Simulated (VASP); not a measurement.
Input of a VASP 6.6.1 run:

INCAR

```
SYSTEM = SnGe2
ALGO = Normal
EDIFF = 1E-6
EDIFFG = -0.005
ENCUT = 600
GGA = PE
IBRION = 2
ISIF = 3
ISMEAR = -1
LASPH = .TRUE.
LCHARG = .FALSE.
LREAL = .FALSE.
LWAVE = .FALSE.
NELM = 60
NSW = 80
PREC = Accurate
SIGMA = 0.02
```

The input KPOINTS:

```
k-points
0
G
  6 6 2
  0 0 0
```

Contents of POSCAR:

```
SnGe2
1.0
    4.1260293890      0.0000000000      0.0000000000
   -2.0630146945      3.5732462676      0.0000000000
    0.0000000000      0.0000000000     10.1066666667
Ge Sn
4 2
Direct
    0.0000000000      0.0000000000      0.0000000000
    0.6666666667      0.3333333333      0.6666666667
    0.3333333333      0.6666666667      0.3333333333
    0.6666666667      0.3333333333      0.9166666667
    0.3333333333      0.6666666667      0.5833333333
    0.0000000000      0.0000000000      0.2500000000
```

Potentials or basis: VASP PAW PBE potentials, release 64 (Ge_d, Sn_d).

The run is started by

```sh
$ cat potpaw_PBE.64/Ge_d/POTCAR potpaw_PBE.64/Sn_d/POTCAR > POTCAR
$ mpirun -np 1 vasp_std > vasp.out
```

Estimate the relaxed volume.

28.01 Å³/atom.

Estimate the relaxed cell.

a = 4.302 Å, b = 4.302 Å, c = 10.485 Å, α = 90.00°, β = 90.00°, γ = 120.00°.

The path:
```tsv
step	energy change (eV)	largest force (eV/Å)	pressure (GPa)	volume (Å³)
1	0.0000	1.3384	8.41	149.01
2	-0.4829	0.3195	-2.45	178.92
3	-0.5492	0.5327	-0.36	170.10
4	-0.5772	0.3521	-0.20	169.34
5	-0.6017	0.2390	0.13	167.89
6	-0.6019	0.2401	0.14	167.73
7	-0.6075	0.1172	-0.01	168.25
8	-0.6075	0.1050	-0.04	168.31
9	-0.6081	0.0552	-0.01	168.20
10	-0.6083	0.0083	-0.03	168.24
11	-0.6083	0.0046	0.02	168.08
```
